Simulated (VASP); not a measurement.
A run of VASP 6.6.1 is set up as follows.

File INCAR:

```
SYSTEM = SrO
PREC = Accurate
ENCUT = 520
EDIFF = 1E-6
ISMEAR = -1
SIGMA = 0.05
LREAL = .False.
LASPH = .True.
NELM = 100
ALGO = Normal
ISIF = 2
LWAVE = .False.
LCHARG = .False.
GGA = RE
IVDW = 12
NBANDS = 15
```

File KPOINTS:

```
Automatic mesh
0
Gamma
  9 9 9
  0 0 0
```

POSCAR

```
SrO
1.0
    0.0000000000      2.5490759911      2.5490759911
    2.5490759911      0.0000000000      2.5490759911
    2.5490759911      2.5490759911      0.0000000000
Sr O
1 1
Direct
    0.5000000000      0.5000000000      0.5000000000
    0.0000000000      0.0000000000      0.0000000000
```

Potentials or basis: VASP PAW PBE potentials, release 64 (Sr_sv, O).

Command:

```console
$ cat potpaw_PBE.64/Sr_sv/POTCAR potpaw_PBE.64/O/POTCAR > POTCAR
$ mpirun -np 1 vasp_std > vasp.out
```

(1) Estimate the pressure.

(2) Predict the dispersion energy per atom.

Results:

(1) 3.8 GPa.

(2) -0.453 eV.

Caveat: the PAW data sets were made with another functional, which shifts forces and pressure a little.
